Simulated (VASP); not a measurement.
A run of VASP 6.6.1:

File INCAR:

```
PREC = Accurate
ENCUT = 520
EDIFF = 1E-7
ISMEAR = 0
SIGMA = 0.15
LREAL = F
LASPH = T
NELM = 100
ALGO = Normal
ISIF = 2
LWAVE = F
LCHARG = F
GGA = CA
NBANDS = 10
```

The input KPOINTS:

```
Automatic mesh
0
Gamma
  6 6 12
```

File POSCAR:

```
K
1.0
    9.4852720171      0.0000000000      0.0000000000
    0.0000000000      9.4852720171      0.0000000000
    0.0000000000      0.0000000000      4.8835234068
K
1
Direct
    0.0000000000      0.0000000000      0.0000000000
```

Potentials or basis: VASP PAW LDA potentials, release 64 (K_sv).

Command:

```bash
$ cat potpaw_LDA.64/K_sv/POTCAR > POTCAR
$ mpirun -np 1 vasp_std > vasp.out
```

Hardware: 1 thread of Intel(R) Xeon(R) Platinum 8488C (Sapphire Rapids), on a shared host.

Q: How long does it take, and how much memory?

A: Run time: 2.7 min on 1 thread of Intel(R) Xeon(R) Platinum 8488C (Sapphire Rapids), on a shared host, peak memory 0.53 GiB. Counts: scf iterations 16, k points 70.
